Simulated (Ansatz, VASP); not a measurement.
# Two plane-wave programs on LiCl

INCAR

```
SYSTEM = LiCl
PREC = Accurate ; ENCUT = 520
EDIFF = 1E-6 ; ISMEAR = 0
SIGMA = 0.05 ; LREAL = .FALSE.
LASPH = .TRUE. ; NELM = 100
ALGO = Normal ; ISIF = 2
LWAVE = .FALSE. ; LCHARG = .FALSE.
GGA = PE ; NBANDS = 12
```

KPOINTS

```
Automatic mesh
0
G
  8 8 8
  0 0 0
```

Contents of POSCAR:

```
LiCl
1.0
    0.0000000000      2.5647600000      2.4493458000
    2.5647600000      0.0000000000      2.4493458000
    2.5647600000      2.5647600000      0.0000000000
Li Cl
1 1
Direct
    0.0000000000      0.0000000000      0.0000000000
    0.5000000000      0.5000000000      0.5000000000
```

Input for Ansatz:

```yaml
crystal:
  lattice:
    - [0.0, 2.56476, 2.4493458]
    - [2.56476, 0.0, 2.4493458]
    - [2.56476, 2.56476, 0.0]
  atoms:
    - { symbol: Li, position: [0.0, 0.0, 0.0] }
    - { symbol: Cl, position: [0.5, 0.5, 0.5] }
basis:
  ecutwfc: 420
kpoints:
  mp_grid: { grid: [8, 8, 8] }
hamiltonian:
  xc: pbe
scf:
  occupations: { method: gaussian, width: 0.05 }
output:
  forces: true
  stress: true
  eigenvalues: true
  write_density: true
  write_potential: true
  elf: true
  volumetric_format: npy
```

Change from the starting cell: strain -0.0450 x Voigt [0, 0, 1, 0, 0, 0], atoms carried along.

Alike in both runs: task single point; functional PBE; k mesh 8 × 8 × 8; occupations gaussian, width 0.05 eV; no spin polarisation.

```csv
,VASP,Ansatz
version,VASP 6.6.1,Ansatz 0.2.0
potentials or method,"VASP PAW PBE potentials, release 64 (Li_sv, Cl), cutoff 520 eV","scalar-relativistic, plane waves, PAW"
valence electrons in the cell,10,10
```

Ansatz gave:

- gap on the k mesh at the Fermi level (eV): 6.55
- least direct gap on the mesh (eV): 6.55

Task: Estimate VASP's values.

Result: gap on the k mesh at the Fermi level (eV): 6.57; least direct gap on the mesh (eV): 6.57.

Noted on VASP's run: the cutoff is short for stress, so the pressure is rough.
